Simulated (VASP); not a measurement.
# Ti2Al3Ru (P6/mmm) in VASP: a series of runs

Runs on Ti2Al3Ru. Level: PBE. Tasks: single point.

Program: VASP 6.6.1. These are calculated values, not measurements. Logs are shortened: lines on timing, memory, paths and dates and some standing lists are left out, and cuts for length are marked.

## (1) The cell of the first run

It takes space group P6/mmm (No. 191, hexagonal). Conventional cell: a = 4.373 Å, b = 4.373 Å, c = 9.942 Å, α = 90.00°, β = 90.00°, γ = 120.00°. Ti (site symmetry 6mm) has 1 Ru at 2.22 Å and 1 Al at 2.75 Å within 2.9 Å. Al (site symmetry -6m2) has 3 Ru at 2.52 Å and 3 Al at 2.52 Å within 3.3 Å. Within 3.6 Å of Al (site symmetry 6/mmm) lie 2 Ti at 2.75 Å. Within 2.9 Å of Ru (site symmetry 6/mmm) lie 2 Ti at 2.22 Å and 6 Al at 2.52 Å.

## (2) Single point, PBE

File INCAR:

```
SYSTEM = Ti2Al3Ru
PREC = Accurate ; ENCUT = 520
EDIFF = 1E-6 ; ISMEAR = 0
SIGMA = 0.1 ; LREAL = .False.
LASPH = .True. ; NELM = 60
ALGO = Normal ; ISIF = 2
LWAVE = .False. ; LCHARG = .True.
GGA = PE ; LELF = .True.
LVHAR = .True. ; NBANDS = 32
```

File KPOINTS:

```
Automatic mesh
0
Gamma
  6 6 2
  0 0 0
```

File POSCAR:

```
Ti2Al3Ru
1.0
    4.3733951303      0.0000000000      0.0000000000
   -2.1866975651      3.7874712836      0.0000000000
    0.0000000000      0.0000000000      9.9422643584
Ti Al Ru
2 3 1
Direct
    0.0000000000      0.0000000000      0.7762919297
    0.0000000000      0.0000000000      0.2237080703
    0.3333333333      0.6666666667      0.0000000000
    0.6666666667      0.3333333333      0.0000000000
    0.0000000000      0.0000000000      0.5000000000
    0.0000000000      0.0000000000      0.0000000000
```

Potentials or basis: VASP PAW PBE potentials, release 64 (Ti_sv, Al, Ru_pv).

On the command line:

```
cat potpaw_PBE.64/Ti_sv/POTCAR potpaw_PBE.64/Al/POTCAR potpaw_PBE.64/Ru_pv/POTCAR > POTCAR
mpirun -np 1 vasp_std > vasp.out
```

OUTCAR:

```text
SYSTEM = Ti2Al3Ru
   PREC = Accurate
   ENCUT = 520
   EDIFF = 1E-6
   ISMEAR = 0
   LREAL = .False.
   LASPH = .True.
   NELM = 60
   ISIF = 2
   GGA = PE

 ion  position               nearest neighbor table
   1  0.000  0.000  0.776-   6 2.22   5 2.75
   2  0.000  0.000  0.224-   6 2.22   5 2.75
   3  0.333  0.667  0.000-   6 2.52   4 2.52   4 2.52   6 2.52   6 2.52   4 2.52
   4  0.667  0.333  0.000-   6 2.52   3 2.52   3 2.52   6 2.52   6 2.52   3 2.52
   5  0.000  0.000  0.500-   1 2.75   2 2.75
   6  0.000  0.000  0.000-   1 2.22   2 2.22   3 2.52   4 2.52   3 2.52   4 2.52   4 2.52   3 2.52

  LATTYP: Found a hexagonal cell.
 ALAT       =     4.3733951303
 C/A-ratio  =     2.2733514952

  Lattice vectors:

 A1 = (   4.3733951303,   0.0000000000,   0.0000000000)
 A2 = (  -2.1866975651,   3.7874712836,   0.0000000000)
 A3 = (   0.0000000000,   0.0000000000,   9.9422643584)

Analysis of symmetry for initial positions (statically):
=====================================================================
 Subroutine PRICEL returns:
 Original cell was already a primitive cell.

 Routine SETGRP: Setting up the symmetry group for a
 hexagonal supercell.

 Subroutine GETGRP returns: Found 24 space group operations
 (whereof 24 operations were pure point group operations)
 out of a pool of 24 trial point group operations.

The static configuration has the point symmetry D_6h.

Analysis of symmetry for dynamics (positions and initial velocities):
=====================================================================
 Subroutine PRICEL returns:
 Original cell was already a primitive cell.

 Routine SETGRP: Setting up the symmetry group for a
 hexagonal supercell.

 Subroutine GETGRP returns: Found 24 space group operations
 (whereof 24 operations were pure point group operations)
 out of a pool of 24 trial point group operations.

The dynamic configuration has the point symmetry D_6h.

 Subroutine INISYM returns: Found 24 space group operations
 (whereof 24 operations are pure point group operations),
 and found     1 'primitive' translations

----------------------------------------------------------------------------------------

[... 88 lines left out ...]
   NELM   =     60;   NELMIN=  2; NELMDL= -5     # of ELM steps
   EDIFF  = 0.1E-05   stopping-criterion for ELM
   LREAL  =      F    real-space projection
   EDIFFG = 0.1E-04   stopping-criterion for IOM
   NSW    =      0    number of steps for IOM
   IBRION =     -1    ionic relax: 0-MD 1-quasi-New 2-CG
   NFREE  =      0    steps in history (QN), initial steepest desc. (CG)
   ISIF   =      2    stress and relaxation
   ISYM   =      2    0-nonsym 1-usesym 2-fastsym
   POTIM  = 0.5000    time-step for ionic-motion
   TEBEG  =    0.0;   TEEND  =   0.0 temperature during run
   PSTRESS=    0.0 pullay stress
   NELECT =      47.0000    total number of electrons
   NUPDOWN=      -1.0000    fix difference up-down
   EMIN   =  10.00;   EMAX   =-10.00  energy-range for DOS
   EFERMI =   0.00;   METHOD = LEGACY
   ISMEAR =     0;   SIGMA  =   0.10  broadening in eV -4-tet -1-fermi 0-gaus
   EFERMI_NEDOS =   21; number of points for ismear=-14 and -15
   IALGO  =     38    algorithm
   IMIX   =      4    mixing-type and parameters
     AMIX     =   0.40;   BMIX     =  1.00
     AMIX_MAG =   1.60;   BMIX_MAG =  1.00
  volume/ion in A,a.u.               =      27.45       185.22
  Fermi-wavevector in a.u.,A,eV,Ry     =   1.077845  2.036832 15.806567  1.161750
  Thomas-Fermi vector in A             =   2.213768
   LORBIT       =      0    0 simple, 1 ext, 2 COOP (PROOUT), +10 PAW based schemes
   GGA     = PE    functional components
   LHFCALC =     F    Hartree Fock is set to
   AEXX    =    0.0000 exact exchange contribution
   IVDW    =     0    specifies the selected vdW correction
   LEPSILON=     F    determine dielectric tensor
   LRPA    =     F    only Hartree local field effects (RPA)
 non-spin polarized calculation
 Gauss-broadening in eV      SIGMA  =   0.10
  energy-cutoff  :      520.00
  volume of cell :      164.68
 maximum number of plane-waves:      4471
 NGX is ok and might be reduce to    36
   NGX = 17   NGY = 17   NGZ = 37

 number of electron      46.9999991 magnetization

 Free energy of the ion-electron system (eV)
  ---------------------------------------------------
  ext. energy  EPLUGINS =         0.00000000
  ---------------------------------------------------
  free energy    TOTEN  =       -31.94276356 eV

  energy without entropy =      -31.91462951  energy(sigma->0) =      -31.92869653

 E-fermi :   3.8295     XC(G=0):  -8.5800

 val. band max:        3.8195716605   @ k =   0.5000   0.0000   0.0000
 cond. band min:       3.8559901263   @ k =   0.1667   0.0000   0.5000
 fundamental gap:      0.0364184658
 Fermi energy:         3.8295468561

 k-point     1 :       0.0000    0.0000    0.0000
  band No.  band energies     occupation
      1     -53.8396      2.00000
      2     -53.8296      2.00000
      3     -39.4183      2.00000
      4     -38.9081      2.00000
      5     -38.9081      2.00000
      6     -30.1414      2.00000
[... 479 lines left out ...]
     31       5.1326      0.00000
     32       5.5216      0.00000

------------------------ aborting loop because EDIFF is reached ----------------------------------------

  FORCE on cell =-STRESS in cart. coord.  units (eV):
  Direction    XX          YY          ZZ          XY          YZ          ZX
  --------------------------------------------------------------------------------------
  -------------------------------------------------------------------------------------
  Total       -0.0006908     -0.0006908      0.1447119     -0.0000000      0.0000000     -0.0000000
  in kB       -0.0067204     -0.0067204      1.4078661     -0.0000000      0.0000000     -0.0000000
  external PRESSURE =       0.4648084 kB  Pullay stress =       0.0000000 kB

 VOLUME and BASIS-vectors are now :
 -----------------------------------------------------------------------------
  energy-cutoff  :      520.00
  volume of cell :      164.68
      direct lattice vectors                 reciprocal lattice vectors
     4.373395130  0.000000000  0.000000000     0.228655306  0.132014202  0.000000000
    -2.186697565  3.787471284  0.000000000     0.000000000  0.264028404  0.000000000
     0.000000000  0.000000000  9.942264358     0.000000000  0.000000000  0.100580709

 POSITION                                       TOTAL-FORCE (eV/Angst)
 -----------------------------------------------------------------------------------
      0.00000      0.00000      7.71810        -0.000000      0.000000     -0.112999
      0.00000      0.00000      2.22416         0.000000     -0.000000      0.112999
     -0.00000      2.52498      0.00000         0.000000      0.000000      0.000000
      2.18670      1.26249      0.00000        -0.000000     -0.000000      0.000000
      0.00000      0.00000      4.97113        -0.000000     -0.000000      0.000000
      0.00000      0.00000      0.00000        -0.000000     -0.000000      0.000000
 -----------------------------------------------------------------------------------
    total drift:                                0.000000     -0.000000      0.000000

  FREE ENERGIE OF THE ION-ELECTRON SYSTEM (eV)
  ---------------------------------------------------
  free  energy   TOTEN  =       -31.9427635608 eV

  energy  without entropy=      -31.9146295069  energy(sigma->0) =      -31.92869653
```

Wall time 54 s (1 thread of Intel Xeon 6975P-C (Granite Rapids), shared host); peak memory 0.34 GiB.

Results:

```
Free energy   : -31.9428 eV
Pressure      : 0.0 GPa
Largest force : 0.113 eV/Å
```

Forces in eV/Å, atoms in the order of the input:
```
Ti   0.000  0.000 -0.113
Ti   0.000  0.000  0.113
Al   0.000  0.000  0.000
Al   0.000  0.000  0.000
Al   0.000  0.000  0.000
Ru   0.000  0.000  0.000
```

Levels at points of the mesh, in eV from the Fermi level:
```
           k point  band 20  band 21  band 22  band 23  band 24  band 25  band 26  band 27
(0.00, 0.00, 0.00)    -1.01    -0.63    -0.27    -0.27     0.20     0.20     0.49     0.49
(0.50, 0.00, 0.00)    -2.02    -1.55    -1.08    -0.53    -0.01     0.03     0.63     0.77
(0.00, 0.00, 0.50)    -1.42    -0.22    -0.22     0.19     0.19     0.20     0.47     0.49
(0.50, 0.00, 0.50)    -2.02    -1.16    -1.13    -0.13     0.16     0.44     0.76     0.89
```

## (3) Single point, PBE, collinear spin, ferromagnetic start

File INCAR:

```
SYSTEM = Ti2Al3Ru
PREC = Accurate ; ENCUT = 520
EDIFF = 1E-6 ; ISMEAR = 0
SIGMA = 0.1 ; LREAL = .False.
LASPH = .True. ; NELM = 150
ALGO = Normal ; ISIF = 2
LWAVE = .False. ; LCHARG = .True.
ISPIN = 2 ; MAGMOM = 1 1 0 0 0 1
LORBIT = 11 ; LMAXMIX = 4
GGA = PE ; LELF = .True.
LVHAR = .True. ; NBANDS = 36
```

File KPOINTS:

```
regular mesh
0
Gamma
  6 6 2
  0 0 0
```

POSCAR is that of step 2.

Potentials or basis: VASP PAW PBE potentials, release 64 (Ti_sv, Al, Ru_pv).

On the command line:

```
cat potpaw_PBE.64/Ti_sv/POTCAR potpaw_PBE.64/Al/POTCAR potpaw_PBE.64/Ru_pv/POTCAR > POTCAR
mpirun -np 1 vasp_std > vasp.out
```

Wall time 4.4 min (1 thread of Intel Xeon 6975P-C (Granite Rapids), shared host); peak memory 0.47 GiB.

It converged, with:

- Free energy: -31.9428 eV
- Pressure: 0.1 GPa
- Largest force: 0.113 eV/Å
- Net moment: 0.00 μB per cell
- Valence electrons inside the program's atomic spheres: Ti 10.17; Al 0.82, 0.77; Ru 13.15

Forces on the atoms (eV/Å):
```
Ti   0.000  0.000 -0.113
Ti   0.000  0.000  0.113
Al   0.000  0.000  0.000
Al   0.000  0.000  0.000
Al   0.000  0.000  0.000
Ru   0.000  0.000  0.000
```

Stress tensor (GPa, compression positive):
```
0.01 0.00 0.00
0.00 0.01 0.00
0.00 0.00 0.15
```

Levels at points of the mesh, in eV from the Fermi level:
Spin up:
```csv
k point,band 19,band 20,band 21,band 22,band 23,band 24,band 25,band 26,band 27,band 28
"(0.00, 0.00, 0.00)",-3.23,-1.01,-0.63,-0.27,-0.27,0.20,0.20,0.49,0.49,0.74
"(0.50, 0.00, 0.00)",-2.64,-2.02,-1.55,-1.08,-0.53,-0.01,0.03,0.63,0.77,0.90
"(0.00, 0.00, 0.50)",-3.26,-1.41,-0.22,-0.22,0.19,0.19,0.20,0.47,0.50,0.50
"(0.50, 0.00, 0.50)",-2.67,-2.02,-1.16,-1.13,-0.13,0.16,0.44,0.76,0.89,0.90
```
Spin down:
```csv
k point,band 19,band 20,band 21,band 22,band 23,band 24,band 25,band 26,band 27,band 28
"(0.00, 0.00, 0.00)",-3.23,-1.01,-0.63,-0.27,-0.27,0.20,0.20,0.49,0.49,0.74
"(0.50, 0.00, 0.00)",-2.64,-2.02,-1.55,-1.08,-0.53,-0.01,0.03,0.63,0.76,0.90
"(0.00, 0.00, 0.50)",-3.26,-1.42,-0.22,-0.22,0.19,0.19,0.20,0.47,0.49,0.49
"(0.50, 0.00, 0.50)",-2.67,-2.02,-1.16,-1.13,-0.14,0.16,0.44,0.76,0.89,0.90
```
